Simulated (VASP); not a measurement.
Crystal: Ge.

```
CELL_PARAMETERS angstrom
0.00000 2.82891 2.82891
2.82891 0.00000 2.82891
2.82891 2.82891 0.00000
ATOMIC_POSITIONS crystal
Ge 0.75000 0.75000 0.75000
Ge 0.50000 0.50000 0.50000
```

```yaml
Program: VASP 6.6.1
Task: relaxation of cell and atoms
Functional: PBE exchange alone
Potentials_or_basis: VASP PAW PBE potentials, release 64 (Ge_d)
Cutoff: 600 eV
k_mesh: 8 × 8 × 8
Occupations: fermi-dirac, width 0.05 eV
Spin: no spin polarisation
```

At the start: pressure 13.6 GPa; volume 22.64 Å³/atom.

Problem. How do energy, volume and symmetry change on relaxing?

Solution. Over 14 steps the energy falls by 207.2 meV/atom and the volume is 28.70 Å³/atom (+26.8 %); space group Fd-3m (No. 227, to 0.1 Å) before and after.

The path:
```
step  energy change (eV)  largest force (eV/Å)  pressure (GPa)  volume (Å³)
   1              0.0000                0.0000           13.63        45.28
   2             -0.4111                0.0000           -0.76        59.11
   3             -0.4145                0.0000           -0.06        57.42
   4             -0.4141                0.0000            0.28        57.16
   5             -0.4141                0.0000            0.31        57.17
   6             -0.4142                0.0000            0.24        57.21
   7             -0.4142                0.0000            0.27        57.21
   8             -0.4142                0.0000            0.28        57.21
   9             -0.4142                0.0000            0.29        57.21
  10             -0.4142                0.0000            0.12        57.22
  11             -0.4142                0.0000            0.29        57.23
  12             -0.4143                0.0000            0.23        57.26
  13             -0.4143                0.0000            0.16        57.31
  14             -0.4145                0.0000            0.05        57.41
```

Final structure:
```
CELL_PARAMETERS angstrom
0.00000 3.06183 3.06183
3.06183 0.00000 3.06183
3.06183 3.06183 0.00000
ATOMIC_POSITIONS crystal
Ge 0.75000 0.75000 0.75000
Ge 0.50000 0.50000 0.50000
```

The cell as given is a measured one (22.64 Å³/atom); PBE exchange alone puts the equilibrium volume +26.8 % from it, thermal expansion not counted.

Caveat: the volume moved by over 15 % at a fixed basis, so the end points are rough.
